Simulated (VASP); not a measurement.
# Mn3Sn (P6_3/mmc) in VASP: single point with PBEsol

Aim: the single point of Mn3Sn with PBEsol.

Program: VASP 6.6.1. These are calculated values, not measurements. Logs are shortened: lines on timing, memory, paths and dates and some standing lists are left out, and cuts for length are marked.

## Step 1: The cell of the first run

The structure is hexagonal, space group P6_3/mmc (No. 194). Conventional cell: a = 5.670 Å, b = 5.670 Å, c = 4.530 Å, α = 90.00°, β = 90.00°, γ = 120.00°. Mn (site symmetry mm2) has 4 Sn at 2.79 to 2.84 Å and 8 Mn at 2.80 to 2.84 Å within 3.7 Å. Sn (site symmetry -6m2) has 12 Mn at 2.79 to 2.84 Å within 3.7 Å.

## Step 2: Single point, PBEsol, collinear spin

Contents of INCAR:

```
PREC     = Accurate       # precision mode
ENCUT    = 500            # plane-wave cutoff, eV
EDIFF    = 1E-6           # SCF threshold, eV
ISMEAR   = -1             # smearing method
SIGMA    = 0.1            # smearing width, eV
LREAL    = False          # projectors in reciprocal space
LASPH    = True           # aspherical terms in the spheres
NELM     = 200            # most SCF steps
ALGO     = Normal         # electronic algorithm
ISIF     = 2              # what is computed and relaxed
LWAVE    = False          # write WAVECAR
LCHARG   = False          # write CHGCAR
ISPIN    = 2              # spin polarisation
MAGMOM   = 1.97 1.97 1.97 2.52 2.52 1.97 -0.11 -0.11 # initial moments
LORBIT   = 11             # projections on sites
NUPDOWN  = 11.5           # fixed moment
LMAXMIX  = 4              # l up to which the mixer works
GGA      = PS             # functional
NBANDS   = 67             # bands
GGA_COMPAT= False        
KPAR     = 4
```

Contents of KPOINTS:

```
Automatic mesh
0
Gamma
  5 5 6
```

Contents of POSCAR:

```
Mn3Sn
1.0
    5.6700000000      0.0000000000      0.0000000000
   -2.8350000000      4.9103640395      0.0000000000
    0.0000000000      0.0000000000      4.5300000000
Mn Sn
6 2
Direct
    0.8330000000      0.6660000000      0.2500000000
    0.1670000000      0.3340000000      0.7500000000
    0.1670000000      0.8330000000      0.7500000000
    0.3340000000      0.1670000000      0.2500000000
    0.6660000000      0.8330000000      0.7500000000
    0.8330000000      0.1670000000      0.2500000000
    0.3333333333      0.6666666667      0.2500000000
    0.6666666667      0.3333333333      0.7500000000
```

Potentials or basis: VASP PAW PBE potentials, release 64 (Mn_pv, Sn_d).

Run with:

```sh
cat potpaw_PBE.64/Mn_pv/POTCAR potpaw_PBE.64/Sn_d/POTCAR > POTCAR
mpirun -np 4 vasp_std > vasp.out
```

OUTCAR:

```text
PREC = Accurate
   ENCUT = 500
   EDIFF = 1E-6
   ISMEAR = -1
   LREAL = False
   LASPH = True
   NELM = 200
   ISIF = 2
   ISPIN = 2
   LORBIT = 11
   NUPDOWN = 11.5
   GGA = PS

 ion  position               nearest neighbor table
   1  0.833  0.666  0.250-   8 2.79   8 2.79   3 2.80   3 2.80   5 2.80   5 2.80   4 2.83   6 2.83
                             7 2.84   7 2.84   6 2.84   4 2.84
   2  0.167  0.334  0.750-   7 2.79   7 2.79   4 2.80   4 2.80   6 2.80   6 2.80   5 2.83   3 2.83
                             8 2.84   8 2.84   3 2.84   5 2.84
   3  0.167  0.833  0.750-   7 2.79   7 2.79   1 2.80   1 2.80   4 2.80   4 2.80   5 2.83   2 2.83
                             8 2.84   8 2.84   5 2.84   2 2.84
   4  0.334  0.167  0.250-   8 2.79   8 2.79   2 2.80   2 2.80   3 2.80   3 2.80   6 2.83   1 2.83
                             7 2.84   7 2.84   6 2.84   1 2.84
   5  0.666  0.833  0.750-   7 2.79   7 2.79   1 2.80   1 2.80   6 2.80   6 2.80   3 2.83   2 2.83
                             8 2.84   8 2.84   3 2.84   2 2.84
   6  0.833  0.167  0.250-   8 2.79   8 2.79   2 2.80   2 2.80   5 2.80   5 2.80   4 2.83   1 2.83
                             7 2.84   7 2.84   4 2.84   1 2.84
   7  0.333  0.667  0.250-   3 2.79   3 2.79   5 2.79   5 2.79   2 2.79   2 2.79   1 2.84   4 2.84
                             6 2.84   6 2.84   1 2.84   4 2.84
   8  0.667  0.333  0.750-   6 2.79   6 2.79   4 2.79   4 2.79   1 2.79   1 2.79   2 2.84   5 2.84
                             3 2.84   3 2.84   2 2.84   5 2.84

  LATTYP: Found a hexagonal cell.
 ALAT       =     5.6700000000
 C/A-ratio  =     0.7989417989

  Lattice vectors:

 A1 = (   5.6700000000,   0.0000000000,   0.0000000000)
 A2 = (  -2.8350000000,   4.9103640395,   0.0000000000)
 A3 = (   0.0000000000,   0.0000000000,   4.5300000000)

Analysis of symmetry for initial positions (statically):
=====================================================================
 Subroutine PRICEL returns:
 Original cell was already a primitive cell.

 Routine SETGRP: Setting up the symmetry group for a
 hexagonal supercell.

 Subroutine GETGRP returns: Found 24 space group operations
 (whereof 12 operations were pure point group operations)
 out of a pool of 24 trial point group operations.

The static configuration has the point symmetry D_3d.
 The point group associated with its full space group is D_6h.

Analysis of symmetry for dynamics (positions and initial velocities):
=====================================================================
 Subroutine PRICEL returns:
 Original cell was already a primitive cell.

 Routine SETGRP: Setting up the symmetry group for a
 hexagonal supercell.

 Subroutine GETGRP returns: Found 24 space group operations
 (whereof 12 operations were pure point group operations)
 out of a pool of 24 trial point group operations.

The dynamic configuration has the point symmetry D_3d.
 The point group associated with its full space group is D_6h.

Analysis of structural, dynamic, and magnetic symmetry:
=====================================================================
 Subroutine PRICEL returns:
 Original cell was already a primitive cell.

 Routine SETGRP: Setting up the symmetry group for a
 hexagonal supercell.

 Subroutine GETGRP returns: Found  8 space group operations
 (whereof  4 operations were pure point group operations)
 out of a pool of 24 trial point group operations.

The overall configuration has the point symmetry C_2h.
 The point group associated with its full space group is D_2h.

 Subroutine INISYM returns: Found  8 space group operations
 (whereof  4 operations are pure point group operations),
 and found     1 'primitive' translations

----------------------------------------------------------------------------------------

                                     Primitive cell

  volume of cell :     126.1232

  direct lattice vectors                    reciprocal lattice vectors
     5.670000000  0.000000000  0.000000000     0.176366843  0.101825444  0.000000000
    -2.835000000  4.910364040  0.000000000     0.000000000  0.203650889  0.000000000
     0.000000000  0.000000000  4.530000000     0.000000000  0.000000000  0.220750552

  length of vectors
     5.670000000  5.670000000  4.530000000     0.203650889  0.203650889  0.220750552

  position of ions in fractional coordinates (direct lattice)
     0.833000000  0.666000000  0.250000000
[... 80 lines left out ...]
 SYSTEM =  unknown system
   PREC   = accura    normal or accurate (medium, high low for compatibility)
   ISTART =      0    job   : 0-new  1-cont  2-samecut
   ICHARG =      2    charge: 1-file 2-atom 10-const
   ISPIN  =      2    spin polarized calculation?
   LNONCOLLINEAR =      F non collinear calculations
   LSORBIT =      F    spin-orbit coupling
   LASPH  =      T    aspherical Exc in radial PAW
   ENCUT  =  500.0 eV  36.75 Ry    6.06 a.u.  10.34 10.34  8.26*2*pi/ulx,y,z
   NELM   =    200;   NELMIN=  2; NELMDL= -5     # of ELM steps
   EDIFF  = 0.1E-05   stopping-criterion for ELM
   LREAL  =      F    real-space projection
   EDIFFG = 0.1E-04   stopping-criterion for IOM
   NSW    =      0    number of steps for IOM
   IBRION =     -1    ionic relax: 0-MD 1-quasi-New 2-CG
   NFREE  =      0    steps in history (QN), initial steepest desc. (CG)
   ISIF   =      2    stress and relaxation
   ISYM   =      2    0-nonsym 1-usesym 2-fastsym
   POTIM  = 0.5000    time-step for ionic-motion
   TEBEG  =    0.0;   TEEND  =   0.0 temperature during run
   PSTRESS=    0.0 pullay stress
   NELECT =     106.0000    total number of electrons
   NUPDOWN=      11.5000    fix difference up-down
   EMIN   =  10.00;   EMAX   =-10.00  energy-range for DOS
   EFERMI =   0.00;   METHOD = LEGACY
   ISMEAR =    -1;   SIGMA  =   0.10  broadening in eV -4-tet -1-fermi 0-gaus
   EFERMI_NEDOS =   21; number of points for ismear=-14 and -15
   IALGO  =     38    algorithm
   IMIX   =      4    mixing-type and parameters
     AMIX     =   0.40;   BMIX     =  1.00
     AMIX_MAG =   1.60;   BMIX_MAG =  1.00
  volume/ion in A,a.u.               =      15.77       106.39
  Fermi-wavevector in a.u.,A,eV,Ry     =   1.544941  2.919515 32.474952  2.386842
  Thomas-Fermi vector in A             =   2.650390
   LORBIT       =     11    0 simple, 1 ext, 2 COOP (PROOUT), +10 PAW based schemes
   GGA     = PS    functional components
   LHFCALC =     F    Hartree Fock is set to
   AEXX    =    0.0000 exact exchange contribution
   IVDW    =     0    specifies the selected vdW correction
   LEPSILON=     F    determine dielectric tensor
   LRPA    =     F    only Hartree local field effects (RPA)
 spin polarized calculation
  energy-cutoff  :      500.00
  volume of cell :      126.12
 maximum number of plane-waves:      3222
 NGX is ok and might be reduce to    42
   NGX = 21   NGY = 21   NGZ = 17

 number of electron     106.0000134 magnetization      11.5000022

 Free energy of the ion-electron system (eV)
  ---------------------------------------------------
  ext. energy  EPLUGINS =         0.00000000
  ---------------------------------------------------
  free energy    TOTEN  =       -63.56885452 eV

  energy without entropy =      -63.18892529  energy(sigma->0) =      -63.37888990

 E-fermi :   8.5769     XC(G=0): -12.3136

 val. band max:        8.5697701655   @ k =  -0.2000   0.4000   0.1667
 cond. band min:       8.2641192827   @ k =   0.2000   0.0000   0.0000
 fundamental gap:     -0.3056508829
 Fermi energy:         8.2605944860

 spin component 1

 k-point     1 :       0.0000    0.0000    0.0000
  band No.  band energies     occupation
      1     -40.3332      1.00000
      2     -40.3283      1.00000
      3     -40.2285      1.00000
      4     -40.2280      1.00000
      5     -40.2211      1.00000
      6     -40.2193      1.00000
[... 1621 lines left out ...]
     64       9.2594      0.00005
     65       9.6980      0.00000

 [... further k-points ...]

 spin component 2

 k-point     1 :       0.0000    0.0000    0.0000
  band No.  band energies     occupation
      1     -38.1445      1.00000
      2     -38.1325      1.00000
      3     -38.1201      1.00000
      4     -38.1082      1.00000
      5     -38.1067      1.00000
      6     -38.1061      1.00000
[... 1621 lines left out ...]
     64      10.6921      0.00000
     65      11.0423      0.00000

 [... further k-points ...]

 [bands above 65 left out]

------------------------ aborting loop because EDIFF is reached ----------------------------------------

  FORCE on cell =-STRESS in cart. coord.  units (eV):
  Direction    XX          YY          ZZ          XY          YZ          ZX
  --------------------------------------------------------------------------------------
  -------------------------------------------------------------------------------------
  Total      -17.8657226    -17.7232498    -16.6018289     -0.1233851     -0.0000000     -0.0000000
  in kB     -226.9531519   -225.1432808   -210.8975641     -1.5673944     -0.0000000     -0.0000000
  external PRESSURE =    -220.9979989 kB  Pullay stress =       0.0000000 kB

 VOLUME and BASIS-vectors are now :
 -----------------------------------------------------------------------------
  energy-cutoff  :      500.00
  volume of cell :      126.12
      direct lattice vectors                 reciprocal lattice vectors
     5.670000000  0.000000000  0.000000000     0.176366843  0.101825444  0.000000000
    -2.835000000  4.910364040  0.000000000     0.000000000  0.203650889  0.000000000
     0.000000000  0.000000000  4.530000000     0.000000000  0.000000000  0.220750552

 POSITION                                       TOTAL-FORCE (eV/Angst)
 -----------------------------------------------------------------------------------
      2.83500      3.27030      1.13250         0.116114      1.029156     -0.000000
      0.00000      1.64006      3.39750        -0.116114     -1.029156      0.000000
     -1.41466      4.09033      3.39750        -0.949333      0.414020      0.000000
      1.42034      0.82003      1.13250        -0.796117     -0.459638      0.000000
      1.41466      4.09033      3.39750         0.796117      0.459638     -0.000000
      4.24966      0.82003      1.13250         0.949333     -0.414020     -0.000000
     -0.00000      3.27358      1.13250        -0.056192     -0.032442      0.000000
      2.83500      1.63679      3.39750         0.056192      0.032442      0.000000
 -----------------------------------------------------------------------------------
    total drift:                                0.000000     -0.000000      0.000000

  FREE ENERGIE OF THE ION-ELECTRON SYSTEM (eV)
  ---------------------------------------------------
  free  energy   TOTEN  =       -63.5688545162 eV

  energy  without entropy=      -63.1889252856  energy(sigma->0) =      -63.37888990

 total charge

# of ion       s       p       d       tot
------------------------------------------
    1        0.289   6.222   5.063  11.573
    2        0.289   6.222   5.063  11.573
    3        0.289   6.222   5.063  11.573
    4        0.291   6.226   5.045  11.562
    5        0.291   6.226   5.045  11.562
    6        0.289   6.222   5.063  11.573
    7        1.078   1.309  10.053  12.440
    8        1.078   1.309  10.053  12.440
--------------------------------------------------
tot          3.892  39.958  50.447  94.297

 magnetization (x)

# of ion       s       p       d       tot
------------------------------------------
    1       -0.003  -0.003   1.770   1.764
    2       -0.003  -0.003   1.770   1.764
    3       -0.003  -0.003   1.770   1.764
    4        0.005   0.003   2.290   2.298
    5        0.005   0.003   2.290   2.298
    6       -0.003  -0.003   1.770   1.764
    7       -0.023  -0.144   0.016  -0.151
    8       -0.023  -0.144   0.016  -0.151
--------------------------------------------------
tot         -0.048  -0.295  11.693  11.350
```

It took 7.4 min on 4 MPI ranks of AMD EPYC 7R43 (Zen 3), shared host; peak memory 0.54 GiB.

Results:

| Quantity | Value |
| --- | --- |
| Free energy | -63.5689 eV |
| Pressure | -22.1 GPa |
| Largest force | 1.036 eV/Å |
| Net moment | 11.50 μB per cell |
| Site moments | Mn +1.76, +2.30 (each value once); Sn -0.15 μB |
| Valence electrons inside the program's atomic spheres | Mn 11.57, 11.56 (each value once); Sn 12.44 |

Forces on the atoms (eV/Å):
```
Mn   0.116  1.029  0.000
Mn  -0.116 -1.029  0.000
Mn  -0.949  0.414  0.000
Mn  -0.796 -0.460  0.000
Mn   0.796  0.460  0.000
Mn   0.949 -0.414  0.000
Sn  -0.056 -0.032  0.000
Sn   0.056  0.032  0.000
```

Stress tensor (GPa, compression positive):
```
-22.70  -0.16   0.00
 -0.16 -22.51   0.00
  0.00   0.00 -21.09
```

Caveat: the moment is held away from its start; the cell stands under tension; the PAW data sets were made with another functional, which shifts forces and pressure a little; spin-orbit coupling is left out, which moves the levels of the heavy elements; the total moment is fixed, so each spin has its own Fermi level and the state may be an excited one.
